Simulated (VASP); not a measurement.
Here is a VASP 6.6.1 calculation.

INCAR

```
PREC = Accurate
ENCUT = 520
EDIFF = 1E-7
ISMEAR = 1
SIGMA = 0.05
LREAL = False
LASPH = True
NELM = 60
ALGO = Normal
ISIF = 2
LWAVE = False
LCHARG = False
GGA = PE
NBANDS = 11
```

Contents of KPOINTS:

```
Automatic mesh
0
Gamma
  10 10 10
```

POSCAR

```
Pt
1.0
    0.0000000000      1.9867042750      1.9867042750
    1.9867042750      0.0000000000      1.9867042750
    1.9867042750      1.9867042750      0.0000000000
Pt
1
Direct
    0.0000000000      0.0000000000      0.0000000000
```

Potentials or basis: VASP PAW PBE potentials, release 64 (Pt).

Launch:

```bash
$ cat potpaw_PBE.64/Pt/POTCAR > POTCAR
$ mpirun -np 1 vasp_std > vasp.out
```

Q: What does it give for the pressure?

A: -1.2 GPa.

Q: Estimate the band gap on the k mesh.

A: Zero (band 5 reaches 10.98 eV, above the bottom of band 6 at 8.92 eV).

Caveat: spin-orbit coupling is left out, which moves the levels of the heavy elements.
